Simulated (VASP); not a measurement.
# Sn (R-3m) in VASP: single point with PBEsol

Aim: the single point of Sn with PBEsol.

All numbers are computed with VASP 6.6.1; they aren't measurements. Logs are shortened: lines on timing, memory, paths and dates and some standing lists are left out, and cuts for length are marked.

**1. The cell of the first run**

The typed cell holds 6 atoms: a = 4.625 Å, b = 4.625 Å, c = 11.320 Å, α = 90.00°, β = 90.00°, γ = 120.00°.

This isn't the form of Sn at room conditions, which is tetragonal (white tin).

**2. Single point, PBEsol**

The input, INCAR:

```
SYSTEM = Sn
  ALGO = Fast
  EDIFF = 1E-6
  ENCUT = 520
  GGA = PS
  ISIF = 2
  ISMEAR = 0
  LASPH = .True.
  LCHARG = .False.
  LREAL = .False.
  LWAVE = .False.
  NBANDS = 51
  NELM = 60
  PREC = Accurate
  SIGMA = 0.1
```

The input, KPOINTS:

```
k-points
0
Gamma
  12 12 4
  0 0 0
```

The input, POSCAR:

```
Sn
1.0
    4.6253120424      0.0000000000      0.0000000000
   -2.3126560212      4.0056377291      0.0000000000
    0.0000000000      0.0000000000     11.3203472186
Sn
6
Direct
    0.0000000000      0.0000000000     -0.0000388882
    0.0000000000      0.0000000000      0.2500388882
    0.3333333333      0.6666666667      0.3332944452
    0.3333333333      0.6666666667      0.5833722215
    0.6666666667      0.3333333333      0.6666277785
    0.6666666667      0.3333333333      0.9167055548
```

Potentials or basis: VASP PAW PBE potentials, release 64 (Sn_d).

On the command line:

```console
$ cat potpaw_PBE.64/Sn_d/POTCAR > POTCAR
$ mpirun -np 1 vasp_std > vasp.out
```

OUTCAR:

```text
SYSTEM = Sn
   EDIFF = 1E-6
   ENCUT = 520
   GGA = PS
   ISIF = 2
   ISMEAR = 0
   LASPH = .True.
   LREAL = .False.
   NELM = 60
   PREC = Accurate

 ion  position               nearest neighbor table
   1  0.000  0.000  1.000-   2 2.83   6 2.83   6 2.83   6 2.83
   2  0.000  0.000  0.250-   1 2.83   3 2.83   3 2.83   3 2.83
   3  0.333  0.667  0.333-   4 2.83   2 2.83   2 2.83   2 2.83
   4  0.333  0.667  0.583-   3 2.83   5 2.83   5 2.83   5 2.83
   5  0.667  0.333  0.667-   6 2.83   4 2.83   4 2.83   4 2.83
   6  0.667  0.333  0.917-   5 2.83   1 2.83   1 2.83   1 2.83

  LATTYP: Found a hexagonal cell.
 ALAT       =     4.6253120424
 C/A-ratio  =     2.4474775139

  Lattice vectors:

 A1 = (   4.6253120424,   0.0000000000,   0.0000000000)
 A2 = (  -2.3126560212,   4.0056377291,   0.0000000000)
 A3 = (   0.0000000000,   0.0000000000,  11.3203472186)

Analysis of symmetry for initial positions (statically):
=====================================================================
 Subroutine PRICEL returns following result:

  LATTYP: Found a trigonal (rhomboedric) cell.
 ALAT       =     4.6227792927
 COS(alpha) =     0.4994519655

  Lattice vectors:

 A1 = (   2.3126560207,   1.3352125766,  -3.7734490714)
 A2 = (   0.0000000002,  -2.6704251529,  -3.7734490736)
 A3 = (  -2.3126560210,   1.3352125762,  -3.7734490736)

   3 primitive cells build up your supercell.

 Routine SETGRP: Setting up the symmetry group for a
 hexagonal supercell.

 Subroutine GETGRP returns: Found 12 space group operations
 (whereof  6 operations were pure point group operations)
 out of a pool of 24 trial point group operations.

The static configuration has the point symmetry C_3v.
 The point group associated with its full space group is D_3d.

Analysis of symmetry for dynamics (positions and initial velocities):
=====================================================================
 Subroutine PRICEL returns following result:

  LATTYP: Found a trigonal (rhomboedric) cell.
 ALAT       =     4.6227792927
 COS(alpha) =     0.4994519655

  Lattice vectors:

 A1 = (   2.3126560207,   1.3352125766,  -3.7734490714)
 A2 = (   0.0000000002,  -2.6704251529,  -3.7734490736)
 A3 = (  -2.3126560210,   1.3352125762,  -3.7734490736)

   3 primitive cells build up your supercell.

 Routine SETGRP: Setting up the symmetry group for a
 hexagonal supercell.

 Subroutine GETGRP returns: Found 12 space group operations
 (whereof  6 operations were pure point group operations)
 out of a pool of 24 trial point group operations.

The dynamic configuration has the point symmetry C_3v.
 The point group associated with its full space group is D_3d.

 Subroutine INISYM returns: Found 12 space group operations
 (whereof  6 operations are pure point group operations),
 and found     3 'primitive' translations

----------------------------------------------------------------------------------------

                                     Primitive cell

  volume of cell :      69.9119

  direct lattice vectors                    reciprocal lattice vectors
     2.312656021  1.335212577 -3.773449071     0.216201629  0.124824069 -0.088336513
     0.000000000 -2.670425153 -3.773449074     0.000000000 -0.249648138 -0.088336513
    -2.312656021  1.335212576 -3.773449074    -0.216201629  0.124824069 -0.088336513

  length of vectors
     4.622779293  4.622779295  4.622779295     0.264816035  0.264816035  0.264816035

  position of ions in fractional coordinates (direct lattice)
     0.000038888  0.000038888  0.000038888
     0.749961112  0.749961112  0.749961112

  ion indices of the primitive-cell ions
   primitive index   ion index
                 1           1
                 2           2

----------------------------------------------------------------------------------------

 KPOINTS: k-points

Automatic generation of k-mesh.
 Grid dimensions read from file:
 generate k-points for:   12   12    4

 Generating k-lattice:

  Cartesian coordinates                     Fractional coordinates (reciprocal lattice)
     0.018016802  0.010402006  0.000000000     0.083333333  0.000000000  0.000000000
     0.000000000  0.020804011  0.000000000     0.000000000  0.083333333  0.000000000
     0.000000000  0.000000000  0.022084128     0.000000000  0.000000000  0.250000000

  Length of vectors
     0.020804011  0.020804011  0.022084128

  Shift w.r.t. Gamma in fractional coordinates (k-lattice)
     0.000000000  0.000000000  0.000000000

 Subroutine IBZKPT returns following result:
 ===========================================

 Found     69 irreducible k-points:

 Following reciprocal coordinates:
            Coordinates               Weight
  0.000000  0.000000  0.000000      1.000000
  0.083333  0.000000  0.000000      6.000000
  0.166667  0.000000  0.000000      6.000000
  0.250000  0.000000  0.000000      6.000000
  0.333333  0.000000  0.000000      6.000000
  0.416667  0.000000  0.000000      6.000000
[... 16 lines left out ...]
  0.166667  0.000000  0.250000      6.000000
  0.000000  0.166667  0.250000      6.000000
 [... further k-points ...]
   k-points           NKPTS =     69   k-points in BZ     NKDIM =     69   number of bands    NBANDS=     51
   number of dos      NEDOS =    301   number of ions     NIONS =      6
   total plane-waves  NPLWV = 108864
   dimension x,y,z NGX =    36 NGY =   36 NGZ =   84
   dimension x,y,z NGXF=    72 NGYF=   72 NGZF=  168
   ions per type =               6
   NGX,Y,Z   is equivalent  to a cutoff of  12.94, 12.94, 12.34 a.u.
   NGXF,Y,Z  is equivalent  to a cutoff of  25.88, 25.88, 24.67 a.u.
 SYSTEM =  Sn
   PREC   = accura    normal or accurate (medium, high low for compatibility)
   ISTART =      0    job   : 0-new  1-cont  2-samecut
   ICHARG =      2    charge: 1-file 2-atom 10-const
   ISPIN  =      1    spin polarized calculation?
   LNONCOLLINEAR =      F non collinear calculations
   LSORBIT =      F    spin-orbit coupling
   LASPH  =      T    aspherical Exc in radial PAW
   ENCUT  =  520.0 eV  38.22 Ry    6.18 a.u.   8.60  8.60 21.05*2*pi/ulx,y,z
   NELM   =     60;   NELMIN=  2; NELMDL= -5     # of ELM steps
   EDIFF  = 0.1E-05   stopping-criterion for ELM
   LREAL  =      F    real-space projection
   EDIFFG = 0.1E-04   stopping-criterion for IOM
   NSW    =      0    number of steps for IOM
   IBRION =     -1    ionic relax: 0-MD 1-quasi-New 2-CG
   NFREE  =      0    steps in history (QN), initial steepest desc. (CG)
   ISIF   =      2    stress and relaxation
   ISYM   =      2    0-nonsym 1-usesym 2-fastsym
   POTIM  = 0.5000    time-step for ionic-motion
   TEBEG  =    0.0;   TEEND  =   0.0 temperature during run
   PSTRESS=    0.0 pullay stress
   NELECT =      84.0000    total number of electrons
   NUPDOWN=      -1.0000    fix difference up-down
   EMIN   =  10.00;   EMAX   =-10.00  energy-range for DOS
   EFERMI =   0.00;   METHOD = LEGACY
   ISMEAR =     0;   SIGMA  =   0.10  broadening in eV -4-tet -1-fermi 0-gaus
   EFERMI_NEDOS =   21; number of points for ismear=-14 and -15
   IALGO  =     68    algorithm
   IMIX   =      4    mixing-type and parameters
     AMIX     =   0.40;   BMIX     =  1.00
     AMIX_MAG =   1.60;   BMIX_MAG =  1.00
  volume/ion in A,a.u.               =      34.96       235.89
  Fermi-wavevector in a.u.,A,eV,Ry     =   1.206731  2.280391 19.812797  1.456200
  Thomas-Fermi vector in A             =   2.342390
   LORBIT       =      0    0 simple, 1 ext, 2 COOP (PROOUT), +10 PAW based schemes
   GGA     = PS    functional components
   LHFCALC =     F    Hartree Fock is set to
   AEXX    =    0.0000 exact exchange contribution
   IVDW    =     0    specifies the selected vdW correction
   LEPSILON=     F    determine dielectric tensor
   LRPA    =     F    only Hartree local field effects (RPA)
 non-spin polarized calculation
 RMM-DIIS sequential band-by-band and
 Gauss-broadening in eV      SIGMA  =   0.10
  energy-cutoff  :      520.00
  volume of cell :      209.74
 maximum number of plane-waves:      5680
 NGX is ok and might be reduce to    36
   NGX = 17   NGY = 17   NGZ = 43

 number of electron      84.0000022 magnetization

 Free energy of the ion-electron system (eV)
  ---------------------------------------------------
  ext. energy  EPLUGINS =         0.00000000
  ---------------------------------------------------
  free energy    TOTEN  =       -25.39845937 eV

  energy without entropy =      -25.39556383  energy(sigma->0) =      -25.39701160

 E-fermi :   5.2499     XC(G=0):  -8.9661

 val. band max:        5.2238628191   @ k =   0.0000   0.0833   0.2500
 cond. band min:       5.2902489955   @ k =   0.4167   0.0000   0.5000
 fundamental gap:      0.0663861764
 Fermi energy:         5.2498988229

 k-point     1 :       0.0000    0.0000    0.0000
  band No.  band energies     occupation
      1     -16.3365      2.00000
      2     -16.3365      2.00000
      3     -16.3365      2.00000
      4     -16.3365      2.00000
      5     -16.3074      2.00000
      6     -16.3063      2.00000
[... 43 lines left out ...]
     50       8.4279      0.00000
     51       8.4280      0.00000

 k-point     2 :       0.0833    0.0000    0.0000
  band No.  band energies     occupation
      1     -16.3446      2.00000
      2     -16.3414      2.00000
      3     -16.3406      2.00000
      4     -16.3355      2.00000
      5     -16.3125      2.00000
      6     -16.3100      2.00000
[... 43 lines left out ...]
     50       8.3983      0.00000
     51       8.5375      0.00000

 k-point     3 :       0.1667    0.0000    0.0000
  band No.  band energies     occupation
      1     -16.3536      2.00000
      2     -16.3525      2.00000
      3     -16.3471      2.00000
      4     -16.3391      2.00000
      5     -16.3231      2.00000
      6     -16.3178      2.00000
[... 43 lines left out ...]
     50       8.6786      0.00000
     51       8.7188      0.00000
[... 1027 lines left out ...]
 k-point    23 :       0.1667    0.0000    0.2500
  band No.  band energies     occupation
      1     -16.3610      2.00000
      2     -16.3443      2.00000
      3     -16.3421      2.00000
      4     -16.3406      2.00000
      5     -16.3209      2.00000
      6     -16.3183      2.00000
[... 43 lines left out ...]
     50       8.6775      0.00000
     51       8.6978      0.00000

 k-point    24 :       0.0000    0.1667    0.2500
  band No.  band energies     occupation
      1     -16.3605      2.00000
      2     -16.3488      2.00000
      3     -16.3422      2.00000
      4     -16.3324      2.00000
      5     -16.3244      2.00000
      6     -16.3223      2.00000
[... 43 lines left out ...]
     50       8.6778      0.00000
     51       9.0321      0.00000

 [... further k-points ...]

------------------------ aborting loop because EDIFF is reached ----------------------------------------

  FORCE on cell =-STRESS in cart. coord.  units (eV):
  Direction    XX          YY          ZZ          XY          YZ          ZX
  --------------------------------------------------------------------------------------
  -------------------------------------------------------------------------------------
  Total       -0.0863186     -0.0863186     -0.0730747     -0.0000000      0.0000000     -0.0000000
  in kB       -0.6593905     -0.6593905     -0.5582195     -0.0000000      0.0000000     -0.0000000
  external PRESSURE =      -0.6256668 kB  Pullay stress =       0.0000000 kB

 VOLUME and BASIS-vectors are now :
 -----------------------------------------------------------------------------
  energy-cutoff  :      520.00
  volume of cell :      209.74
      direct lattice vectors                 reciprocal lattice vectors
     4.625312042  0.000000000  0.000000000     0.216201629  0.124824069  0.000000000
    -2.312656021  4.005637729  0.000000000     0.000000000  0.249648138  0.000000000
     0.000000000  0.000000000 11.320347219     0.000000000  0.000000000  0.088336513

 POSITION                                       TOTAL-FORCE (eV/Angst)
 -----------------------------------------------------------------------------------
      0.00000      0.00000     11.31991        -0.000000     -0.000000     -0.006380
      0.00000      0.00000      2.83053         0.000000      0.000000      0.006380
     -0.00000      2.67043      3.77301        -0.000000     -0.000000     -0.006380
     -0.00000      2.67043      6.60398         0.000000     -0.000000      0.006380
      2.31266      1.33521      7.54646        -0.000000      0.000000     -0.006380
      2.31266      1.33521     10.37743         0.000000      0.000000      0.006380
 -----------------------------------------------------------------------------------
    total drift:                               -0.000000      0.000000     -0.000000

  FREE ENERGIE OF THE ION-ELECTRON SYSTEM (eV)
  ---------------------------------------------------
  free  energy   TOTEN  =       -25.3984593734 eV

  energy  without entropy=      -25.3955638321  energy(sigma->0) =      -25.39701160
```

Wall time 5.5 min (1 thread of Intel Xeon 6975P-C (Granite Rapids), shared host); peak memory 0.64 GiB.

What came out:

```
Free energy            : -25.3985 eV
Pressure               : -0.1 GPa
Largest force          : 0.006 eV/Å
Band gap on the k mesh : zero (bands 42 and 43 overlap by 0.17 eV)
```

Forces in eV/Å, atoms in the order of the input:
```
Sn   0.000  0.000 -0.006
Sn   0.000  0.000  0.006
Sn   0.000  0.000 -0.006
Sn   0.000  0.000  0.006
Sn   0.000  0.000 -0.006
Sn   0.000  0.000  0.006
```

Caveat: the PAW data sets were made with another functional, which shifts forces and pressure a little; spin-orbit coupling is left out, which moves the levels of the heavy elements.
